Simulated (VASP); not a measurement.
## Br: single point with PBE

Br:

```xyz
1
Lattice="-1.8828 1.8828 1.8828 1.8828 -1.8828 1.8828 1.8828 1.8828 -1.8828" Properties=species:S:1:pos:R:3 pbc="T T T"
Br    0.0000    0.0000    0.0000
```

```yaml
Program: VASP 6.6.1
Task: single point
Functional: PBE
Potentials_or_basis: VASP PAW PBE potentials, release 64 (Br)
Cutoff: 520 eV
k_mesh: 15 × 15 × 15
Occupations: fermi-dirac, width 0.05 eV
Spin: no spin polarisation
Dipole_correction: no
Further_INCAR_settings: ALGO = Normal; EDIFF = 1e-06; NBANDS = 10
```

```yaml
Pressure: 0.0 GPa
Band_gap_on_the_k_mesh: zero (an odd number of electrons rules out a gap without spin polarisation)
```

Levels at points of the mesh, in eV from the Fermi level:
```tsv
k point	band 2	band 3	band 4	band 5	band 6	band 7
(0.00, 0.00, 0.00)	0.71	0.71	0.71	7.79	12.67	12.67
```

It took 8.8 s on 1 thread of Intel(R) Xeon(R) Platinum 8375C CPU @ 2.90GHz (Ice Lake), on a shared host, peak memory 0.15 GiB.

Caveat: an odd number of electrons without spin polarisation forces a metal; a magnetic or distorted state may lie lower.
